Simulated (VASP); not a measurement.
# WSe2 (P6_3/mmc) in VASP: single point with PBE

Aim: the single point of WSe2 with PBE.

Everything below comes from runs of VASP 6.6.1. Logs are shortened: lines on timing, memory, paths and dates and some standing lists are left out, and cuts for length are marked.

### 1 The cell of the first run

The structure is hexagonal, space group P6_3/mmc (No. 194). Conventional cell: a = 3.290 Å, b = 3.290 Å, c = 12.970 Å, α = 90.00°, β = 90.00°, γ = 120.00°. W (site symmetry -6m2) has 6 Se at 2.53 Å and 6 W at 3.29 Å within 3.3 Å. Se (site symmetry 3m) has 3 W at 2.53 Å and 6 Se at 3.29 Å within 3.3 Å.

### 2 Single point, PBE

Contents of INCAR:

```
SYSTEM = WSe2
PREC = Accurate
ENCUT = 520
EDIFF = 1E-6
ISMEAR = 0
SIGMA = 0.05
LREAL = .False.
LASPH = .True.
NELM = 100
ALGO = Normal
ISIF = 2
LWAVE = .False.
LCHARG = .False.
GGA = PE
NBANDS = 35
```

Contents of KPOINTS:

```
regular mesh
0
Gamma
  12 12 2
  0 0 0
```

Contents of POSCAR:

```
WSe2
1.0
    3.2899984505      0.0000000000      0.0000000000
   -1.6449992252      2.8492222365      0.0000000000
    0.0000000000      0.0000000000     12.9700000000
W Se
2 4
Direct
    0.3333333333      0.6666666667      0.2500000000
    0.6666666667      0.3333333333      0.7500000000
    0.3333333333      0.6666666667      0.6210000000
    0.6666666667      0.3333333333      0.1210000000
    0.3333333333      0.6666666667      0.8790000000
    0.6666666667      0.3333333333      0.3790000000
```

Potentials or basis: VASP PAW PBE potentials, release 64 (W_sv, Se).

Command:

```bash
$ cat potpaw_PBE.64/W_sv/POTCAR potpaw_PBE.64/Se/POTCAR > POTCAR
$ mpirun -np 1 vasp_std > vasp.out
```

OUTCAR:

```text
SYSTEM = WSe2
   PREC = Accurate
   ENCUT = 520
   EDIFF = 1E-6
   ISMEAR = 0
   LREAL = .False.
   LASPH = .True.
   NELM = 100
   ISIF = 2
   GGA = PE

 ion  position               nearest neighbor table
   1  0.333  0.667  0.250-   4 2.53   6 2.53   4 2.53   6 2.53   4 2.53   6 2.53
   2  0.667  0.333  0.750-   3 2.53   5 2.53   3 2.53   5 2.53   3 2.53   5 2.53
   3  0.333  0.667  0.621-   2 2.53   2 2.53   2 2.53
   4  0.667  0.333  0.121-   1 2.53   1 2.53   1 2.53
   5  0.333  0.667  0.879-   2 2.53   2 2.53   2 2.53
   6  0.667  0.333  0.379-   1 2.53   1 2.53   1 2.53

  LATTYP: Found a hexagonal cell.
 ALAT       =     3.2899984505
 C/A-ratio  =     3.9422510968

  Lattice vectors:

 A1 = (   3.2899984505,   0.0000000000,   0.0000000000)
 A2 = (  -1.6449992252,   2.8492222365,   0.0000000000)
 A3 = (   0.0000000000,   0.0000000000,  12.9700000000)

Analysis of symmetry for initial positions (statically):
=====================================================================
 Subroutine PRICEL returns:
 Original cell was already a primitive cell.

 Routine SETGRP: Setting up the symmetry group for a
 hexagonal supercell.

 Subroutine GETGRP returns: Found 24 space group operations
 (whereof 12 operations were pure point group operations)
 out of a pool of 24 trial point group operations.

The static configuration has the point symmetry D_3d.
 The point group associated with its full space group is D_6h.

Analysis of symmetry for dynamics (positions and initial velocities):
=====================================================================
 Subroutine PRICEL returns:
 Original cell was already a primitive cell.

 Routine SETGRP: Setting up the symmetry group for a
 hexagonal supercell.

 Subroutine GETGRP returns: Found 24 space group operations
 (whereof 12 operations were pure point group operations)
 out of a pool of 24 trial point group operations.

The dynamic configuration has the point symmetry D_3d.
 The point group associated with its full space group is D_6h.

 Subroutine INISYM returns: Found 24 space group operations
 (whereof 12 operations are pure point group operations),
 and found     1 'primitive' translations

----------------------------------------------------------------------------------------

                                     Primitive cell

  volume of cell :     121.5800

  direct lattice vectors                    reciprocal lattice vectors
     3.289998451  0.000000000  0.000000000     0.303951511  0.175486487  0.000000000
    -1.644999225  2.849222237  0.000000000     0.000000000  0.350972973  0.000000000
     0.000000000  0.000000000 12.970000000     0.000000000  0.000000000  0.077101002

  length of vectors
     3.289998451  3.289998450 12.970000000     0.350972973  0.350972973  0.077101002

  position of ions in fractional coordinates (direct lattice)
     0.333333333  0.666666667  0.250000000
     0.666666667  0.333333333  0.750000000
     0.333333333  0.666666667  0.621000000
     0.666666667  0.333333333  0.121000000
     0.333333333  0.666666667  0.879000000
     0.666666667  0.333333333  0.379000000

  ion indices of the primitive-cell ions
   primitive index   ion index
                 1           1
                 2           2
                 3           3
                 4           4
                 5           5
                 6           6

----------------------------------------------------------------------------------------

 KPOINTS: regular mesh

Automatic generation of k-mesh.
 Grid dimensions read from file:
 generate k-points for:   12   12    2

 Generating k-lattice:

  Cartesian coordinates                     Fractional coordinates (reciprocal lattice)
     0.025329293  0.014623874  0.000000000     0.083333333 -0.000000000  0.000000000
     0.000000000  0.029247748  0.000000000     0.000000000  0.083333333  0.000000000
     0.000000000  0.000000000  0.038550501     0.000000000  0.000000000  0.500000000

  Length of vectors
     0.029247748  0.029247748  0.038550501

  Shift w.r.t. Gamma in fractional coordinates (k-lattice)
     0.000000000  0.000000000  0.000000000

 Subroutine IBZKPT returns following result:
 ===========================================

 Found     38 irreducible k-points:

 Following reciprocal coordinates:
            Coordinates               Weight
  0.000000  0.000000  0.000000      1.000000
  0.083333 -0.000000  0.000000      6.000000
  0.166667 -0.000000  0.000000      6.000000
  0.250000 -0.000000  0.000000      6.000000
  0.333333 -0.000000  0.000000      6.000000
  0.416667 -0.000000  0.000000      6.000000
[... 16 lines left out ...]
  0.250000 -0.000000  0.500000      6.000000
  0.333333 -0.000000  0.500000      6.000000
 [... further k-points ...]
   k-points           NKPTS =     38   k-points in BZ     NKDIM =     38   number of bands    NBANDS=     35
   number of dos      NEDOS =    301   number of ions     NIONS =      6
   total plane-waves  NPLWV =  55296
   dimension x,y,z NGX =    24 NGY =   24 NGZ =   96
   dimension x,y,z NGXF=    48 NGYF=   48 NGZF=  192
   ions per type =               2   4
   NGX,Y,Z   is equivalent  to a cutoff of  12.13, 12.13, 12.31 a.u.
   NGXF,Y,Z  is equivalent  to a cutoff of  24.25, 24.25, 24.61 a.u.
 SYSTEM =  WSe2
   PREC   = accura    normal or accurate (medium, high low for compatibility)
   ISTART =      0    job   : 0-new  1-cont  2-samecut
   ICHARG =      2    charge: 1-file 2-atom 10-const
   ISPIN  =      1    spin polarized calculation?
   LNONCOLLINEAR =      F non collinear calculations
   LSORBIT =      F    spin-orbit coupling
   LASPH  =      T    aspherical Exc in radial PAW
   ENCUT  =  520.0 eV  38.22 Ry    6.18 a.u.   6.12  6.12 24.12*2*pi/ulx,y,z
   NELM   =    100;   NELMIN=  2; NELMDL= -5     # of ELM steps
   EDIFF  = 0.1E-05   stopping-criterion for ELM
   LREAL  =      F    real-space projection
   EDIFFG = 0.1E-04   stopping-criterion for IOM
   NSW    =      0    number of steps for IOM
   IBRION =     -1    ionic relax: 0-MD 1-quasi-New 2-CG
   NFREE  =      0    steps in history (QN), initial steepest desc. (CG)
   ISIF   =      2    stress and relaxation
   ISYM   =      2    0-nonsym 1-usesym 2-fastsym
   POTIM  = 0.5000    time-step for ionic-motion
   TEBEG  =    0.0;   TEEND  =   0.0 temperature during run
   PSTRESS=    0.0 pullay stress
   NELECT =      52.0000    total number of electrons
   NUPDOWN=      -1.0000    fix difference up-down
   EMIN   =  10.00;   EMAX   =-10.00  energy-range for DOS
   EFERMI =   0.00;   METHOD = LEGACY
   ISMEAR =     0;   SIGMA  =   0.05  broadening in eV -4-tet -1-fermi 0-gaus
   EFERMI_NEDOS =   21; number of points for ismear=-14 and -15
   IALGO  =     38    algorithm
   IMIX   =      4    mixing-type and parameters
     AMIX     =   0.40;   BMIX     =  1.00
     AMIX_MAG =   1.60;   BMIX_MAG =  1.00
  volume/ion in A,a.u.               =      20.26       136.74
  Fermi-wavevector in a.u.,A,eV,Ry     =   1.233451  2.330885 20.699927  1.521402
  Thomas-Fermi vector in A             =   2.368181
   LORBIT       =      0    0 simple, 1 ext, 2 COOP (PROOUT), +10 PAW based schemes
   GGA     = PE    functional components
   LHFCALC =     F    Hartree Fock is set to
   AEXX    =    0.0000 exact exchange contribution
   IVDW    =     0    specifies the selected vdW correction
   LEPSILON=     F    determine dielectric tensor
   LRPA    =     F    only Hartree local field effects (RPA)
 non-spin polarized calculation
 Gauss-broadening in eV      SIGMA  =   0.05
  energy-cutoff  :      520.00
  volume of cell :      121.58
 maximum number of plane-waves:      3324
   NGX = 13   NGY = 13   NGZ = 49

 number of electron      51.9999991 magnetization

 Free energy of the ion-electron system (eV)
  ---------------------------------------------------
  ext. energy  EPLUGINS =         0.00000000
  ---------------------------------------------------
  free energy    TOTEN  =       -43.12861955 eV

  energy without entropy =      -43.12861955  energy(sigma->0) =      -43.12861955

 E-fermi :   6.5360     XC(G=0): -10.7552

 val. band max:        6.2731994148   @ k =   0.0000   0.0000   0.0000
 cond. band min:       7.2428290464   @ k =   0.1667   0.1667   0.0000
 fundamental gap:      0.9696296316
 Fermi energy:         6.5359873579

 k-point     1 :       0.0000    0.0000    0.0000
  band No.  band energies     occupation
      1     -68.0609      2.00000
      2     -68.0609      2.00000
      3     -32.3069      2.00000
      4     -32.3068      2.00000
      5     -32.1820      2.00000
      6     -32.1820      2.00000
[... 27 lines left out ...]
     34       9.2134      0.00000
     35      10.7596      0.00000

 k-point     2 :       0.0833   -0.0000    0.0000
  band No.  band energies     occupation
      1     -68.0603      2.00000
      2     -68.0602      2.00000
      3     -32.3038      2.00000
      4     -32.3038      2.00000
      5     -32.1978      2.00000
      6     -32.1978      2.00000
[... 27 lines left out ...]
     34       9.1643      0.00000
     35      11.3805      0.00000

 k-point     3 :       0.1667   -0.0000    0.0000
  band No.  band energies     occupation
      1     -68.0584      2.00000
      2     -68.0584      2.00000
      3     -32.2956      2.00000
      4     -32.2956      2.00000
      5     -32.2408      2.00000
      6     -32.2408      2.00000
[... 27 lines left out ...]
     34       9.6222      0.00000
     35      12.3131      0.00000

 k-point     4 :       0.2500   -0.0000    0.0000
  band No.  band energies     occupation
      1     -68.0558      2.00000
      2     -68.0558      2.00000
      3     -32.2989      2.00000
      4     -32.2989      2.00000
      5     -32.2843      2.00000
      6     -32.2843      2.00000
[... 27 lines left out ...]
     34      10.0884      0.00000
     35      12.6285      0.00000

 k-point     5 :       0.3333   -0.0000    0.0000
  band No.  band energies     occupation
      1     -68.0532      2.00000
      2     -68.0532      2.00000
      3     -32.3564      2.00000
      4     -32.3564      2.00000
      5     -32.2730      2.00000
      6     -32.2730      2.00000
[... 638 lines left out ...]
 k-point    22 :       0.1667   -0.0000    0.5000
  band No.  band energies     occupation
      1     -68.0584      2.00000
      2     -68.0584      2.00000
      3     -32.2956      2.00000
      4     -32.2956      2.00000
      5     -32.2408      2.00000
      6     -32.2408      2.00000
[... 27 lines left out ...]
     34       9.5404      0.00000
     35      12.6150      0.00000

 k-point    23 :       0.2500   -0.0000    0.5000
  band No.  band energies     occupation
      1     -68.0558      2.00000
      2     -68.0558      2.00000
      3     -32.2989      2.00000
      4     -32.2989      2.00000
      5     -32.2843      2.00000
      6     -32.2843      2.00000
[... 27 lines left out ...]
     34       9.9400      0.00000
     35      12.6299      0.00000

 k-point    24 :       0.3333   -0.0000    0.5000
  band No.  band energies     occupation
      1     -68.0532      2.00000
      2     -68.0532      2.00000
      3     -32.3564      2.00000
      4     -32.3564      2.00000
      5     -32.2730      2.00000
      6     -32.2730      2.00000
[... 27 lines left out ...]
     34      10.2108      0.00000
     35      11.8564      0.00000

 [... further k-points ...]
[... 5 lines left out ...]
  --------------------------------------------------------------------------------------
  -------------------------------------------------------------------------------------
  Total        2.7760292      2.7760292      3.6186665      0.0000000      0.0000000     -0.0000000
  in kB       36.5824354     36.5824354     47.6866866      0.0000000      0.0000000     -0.0000000
  external PRESSURE =      40.2838525 kB  Pullay stress =       0.0000000 kB

 VOLUME and BASIS-vectors are now :
 -----------------------------------------------------------------------------
  energy-cutoff  :      520.00
  volume of cell :      121.58
      direct lattice vectors                 reciprocal lattice vectors
     3.289998451  0.000000000  0.000000000     0.303951511  0.175486487  0.000000000
    -1.644999225  2.849222237  0.000000000     0.000000000  0.350972973  0.000000000
     0.000000000  0.000000000 12.970000000     0.000000000  0.000000000  0.077101002

 POSITION                                       TOTAL-FORCE (eV/Angst)
 -----------------------------------------------------------------------------------
     -0.00000      1.89948      3.24250        -0.000000     -0.000000     -0.000000
      1.64500      0.94974      9.72750         0.000000      0.000000     -0.000000
     -0.00000      1.89948      8.05437        -0.000000      0.000000     -0.217725
      1.64500      0.94974      1.56937        -0.000000      0.000000     -0.217725
     -0.00000      1.89948     11.40063        -0.000000      0.000000      0.217725
      1.64500      0.94974      4.91563        -0.000000      0.000000      0.217725
 -----------------------------------------------------------------------------------
    total drift:                               -0.000000      0.000000     -0.000000

  FREE ENERGIE OF THE ION-ELECTRON SYSTEM (eV)
  ---------------------------------------------------
  free  energy   TOTEN  =       -43.1286195498 eV

  energy  without entropy=      -43.1286195498  energy(sigma->0) =      -43.12861955
```

It took 3.5 min on 1 thread of AMD EPYC 7R13, shared host; peak memory 0.27 GiB.

What came out:

| Property | Result |
| --- | --- |
| Free energy | -43.1286 eV |
| Pressure | 4.0 GPa |
| Largest force | 0.218 eV/Å |
| Band gap on the k mesh | 0.97 eV, indirect (least direct gap 1.52 eV) |

Forces in eV/Å, atoms in the order of the input:
```
W    0.000  0.000  0.000
W    0.000  0.000  0.000
Se   0.000  0.000 -0.218
Se   0.000  0.000 -0.218
Se   0.000  0.000  0.218
Se   0.000  0.000  0.218
```

Stress tensor (GPa, compression positive):
```
3.66 0.00 0.00
0.00 3.66 0.00
0.00 0.00 4.77
```

Levels at points of the mesh, in eV from the valence-band top:
```tsv
k point	band 22	band 23	band 24	band 25	band 26	band 27	band 28	band 29	band 30	band 31
(0.00, 0.00, 0.00)	-1.51	-1.51	-1.11	-1.07	0.00	2.63	2.63	2.68	2.68	2.73
(0.50, 0.00, 0.00)	-2.41	-1.44	-1.37	-1.28	-1.12	2.12	2.16	2.31	2.64	2.97
(0.00, 0.00, 0.50)	-1.53	-1.53	-1.53	-0.22	-0.22	2.64	2.64	2.64	2.64	2.85
(0.50, 0.00, 0.50)	-2.55	-1.34	-1.34	-1.24	-1.24	2.14	2.14	2.51	2.51	3.36
```

Caveat: spin-orbit coupling is left out, which moves the levels of the heavy elements; this functional lacks dispersion, which binds the layers, so the pressure and a relaxed spacing across them are unreliable.
